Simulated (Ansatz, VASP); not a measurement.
SnW in VASP and in Ansatz

```
Sn W
1.0
     3.36187    0.00000    0.00000
     0.00000    3.36187    0.00000
     0.00000    0.00000    4.21762
Sn W
1 1
Direct
  0.50000 0.50000 0.50000
  0.00000 0.00000 0.00000
```

Change from the starting cell: species swapped into the YbSn type (P4/mmm, No. 123).

Alike in both runs: task single point; functional PBE; k mesh 6 × 6 × 4; occupations gaussian, width 0.1 eV; no spin polarisation.

```csv
,VASP,Ansatz
version,VASP 6.6.1,Ansatz 0.2.0
potentials or method,"VASP PAW PBE potentials, release 64 (Sn_d, W_sv), cutoff 520 eV","scalar-relativistic, plane waves, PAW"
valence electrons in the cell,28,28
```

```tsv
	VASP	Ansatz	Ansatz less VASP
gap on the k mesh at the Fermi level (eV)	none	none	-
pressure (GPa)	-21.1	-21.1	-0.01
traceless stress, the component that is largest in VASP (GPa)	-2.95	-2.98	-0.027
```

A gap of «none» marks a metal or a gap that the smearing closes.

The k mesh is coarse, so the values compare programs but aren't converged. Neither program's run includes spin-orbit coupling.
